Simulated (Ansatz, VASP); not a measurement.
# One calculation of SnTe3, two programs

File INCAR:

```
SYSTEM = SnTe3
PREC = Accurate
ENCUT = 520
EDIFF = 1E-7
ISMEAR = 0
SIGMA = 0.1
LREAL = .FALSE.
LASPH = .TRUE.
NELM = 80
ALGO = Normal
ISIF = 2
LWAVE = .FALSE.
LCHARG = .TRUE.
GGA = PE
LELF = .TRUE.
LVHAR = .TRUE.
NBANDS = 24
```

File KPOINTS:

```
Automatic mesh
0
G
  10 10 10
  0 0 0
```

The input POSCAR:

```
SnTe3
1.0
   -3.1758871162      3.1758871162      3.1758871162
    3.1758871162     -3.1758871162      3.1758871162
    3.1758871162      3.1758871162     -3.1758871162
Sn Te
1 3
Direct
    0.0000000000      0.0000000000      0.0000000000
    0.0000000000      0.5000000000      0.5000000000
    0.5000000000      0.0000000000      0.5000000000
    0.5000000000      0.5000000000      0.0000000000
```

Input for Ansatz:

```yaml
crystal:
  lattice:
    - [-3.1758871162, 3.1758871162, 3.1758871162]
    - [3.1758871162, -3.1758871162, 3.1758871162]
    - [3.1758871162, 3.1758871162, -3.1758871162]
  atoms:
    - { symbol: Sn, position: [0.0, 0.0, 0.0] }
    - { symbol: Te, position: [0.0, 0.5, 0.5] }
    - { symbol: Te, position: [0.5, 0.0, 0.5] }
    - { symbol: Te, position: [0.5, 0.5, 0.0] }
basis:
  ecutwfc: 420
kpoints:
  mp_grid: { grid: [10, 10, 10] }
hamiltonian:
  xc: pbe
scf:
  occupations: { method: gaussian, width: 0.1 }
output:
  forces: true
  stress: true
  eigenvalues: true
```

Alike in both runs: task single point; functional PBE; k mesh 10 × 10 × 10; occupations gaussian, width 0.1 eV; no spin polarisation.

```csv
,VASP,Ansatz
version,VASP 6.6.1,Ansatz 0.2.0
potentials or method,"VASP PAW PBE potentials, release 64 (Sn_d, Te), cutoff 520 eV","scalar-relativistic, plane waves, PAW"
valence electrons in the cell,32,62
```

```tsv
	VASP	Ansatz	Ansatz less VASP
gap on the k mesh at the Fermi level (eV)	none	none	-
pressure (GPa)	1.4	1.4	+0.03
```

A gap of «none» marks a metal or a gap that the smearing closes. VASP's potentials hold 32 valence electrons a cell and Ansatz's 62, so a difference there can come from the potentials and not from the codes.

Neither program's run includes spin-orbit coupling.
